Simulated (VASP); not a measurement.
Runs of VASP 6.6.1 on Cs. The structure is that of space group P6_3/mmc (No. 194), or close to it. The cells are those of the table. 

```csv
task,cell,cutoff (eV),gap on the mesh (eV),pressure (GPa)
single point,"a = 4.748, b = 4.748, c = 7.692 Å, angles 90.0, 90.0, 120.0°, 2 atoms",520,none,1.3
relaxation of shape and atoms at fixed volume,"relaxed from a = 4.138, b = 4.138, c = 6.703 Å, angles 90.0, 90.0, 120.0°, 2 atoms",600,none,4.0
single point,"a = 5.252, b = 5.252, c = 8.508 Å, angles 90.0, 90.0, 120.0°, 2 atoms",520,none,0.2
single point,"a = 5.095, b = 5.095, c = 8.254 Å, angles 90.0, 90.0, 120.0°, 2 atoms",520,none,0.4
single point,"a = 4.138, b = 4.138, c = 6.703 Å, angles 90.0, 90.0, 120.0°, 2 atoms",520,none,4.0
relaxation of shape and atoms at fixed volume,"relaxed from a = 4.342, b = 4.342, c = 7.034 Å, angles 90.0, 90.0, 120.0°, 2 atoms",600,none,3.0
single point,"a = 4.928, b = 4.928, c = 7.983 Å, angles 90.0, 90.0, 120.0°, 2 atoms",520,none,(a)
single point,"a = 5.400, b = 5.400, c = 8.748 Å, angles 90.0, 90.0, 120.0°, 2 atoms",520,none,(b)
```

Alike in all rows: level PBEsol; potentials or basis VASP PAW PBE potentials, release 64 (Cs_sv); no spin polarisation; k mesh 8 × 8 × 5; smearing fermi-dirac 0.08 eV.

**Question.** Fill in the values left out.

**Answer.** (a) 0.8; (b) 0.0.

Caveats: the PAW data sets were made with another functional, which shifts forces and pressure a little; spin-orbit coupling is left out, which moves the levels of the heavy elements.

A k mesh can miss the band edges, and the runs leave out spin-orbit coupling on Cs.

A gap of «none» marks levels without a gap at the run's occupations.
